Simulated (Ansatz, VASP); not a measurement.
# One calculation of RbCl, two programs

The input INCAR:

```
SYSTEM = RbCl
ALGO = Normal ; EDIFF = 1E-6
ENCUT = 500 ; GGA = PE
GGA_COMPAT = .FALSE. ; ISIF = 2
ISMEAR = 0 ; LASPH = .TRUE.
LCHARG = .FALSE. ; LREAL = .FALSE.
LWAVE = .FALSE. ; NBANDS = 15
NELM = 120 ; PREC = Accurate
SIGMA = 0.01
```

File KPOINTS:

```
k-points
0
G
  6 6 6
  0 0 0
```

The input POSCAR:

```
RbCl
1.0
    0.0000000000      3.3491260034      3.3491260034
    3.3491260034      0.0000000000      3.3491260034
    3.3491260034      3.3491260034      0.0000000000
Rb Cl
1 1
Direct
    0.0000000000      0.0000000000      0.0000000000
    0.5000000000      0.5000000000      0.5000000000
```

Input for Ansatz:

```yaml
crystal:
  lattice:
    - [0.0, 3.3491260034, 3.3491260034]
    - [3.3491260034, 0.0, 3.3491260034]
    - [3.3491260034, 3.3491260034, 0.0]
  atoms:
    - { symbol: Rb, position: [0.0, 0.0, 0.0] }
    - { symbol: Cl, position: [0.5, 0.5, 0.5] }
kpoints:
  mp_grid: { grid: [6, 6, 6] }
hamiltonian:
  xc: pbe
scf:
  occupations: { method: fixed }
  n_extra_bands: 4
output:
  forces: true
  stress: true
  eigenvalues: true
```

Alike in both runs: task single point; functional PBE; k mesh 6 × 6 × 6; no spin polarisation.

|  | VASP | Ansatz |
| --- | --- | --- |
| version | VASP 6.6.1 | Ansatz 0.2.0 |
| potentials or method | VASP PAW PBE potentials, release 64 (Rb_sv, Cl) | plane waves, PAW |
| plane-wave cutoff (eV) | 500 | 420 |
| occupations | gaussian, width 0.01 eV | fixed |
| valence electrons in the cell | 16 | 16 |

```csv
,VASP,Ansatz,Ansatz less VASP
gap on the k mesh at the Fermi level (eV),4.83,4.84,+0.003
pressure (GPa),0.0,0.0,+0.01
```
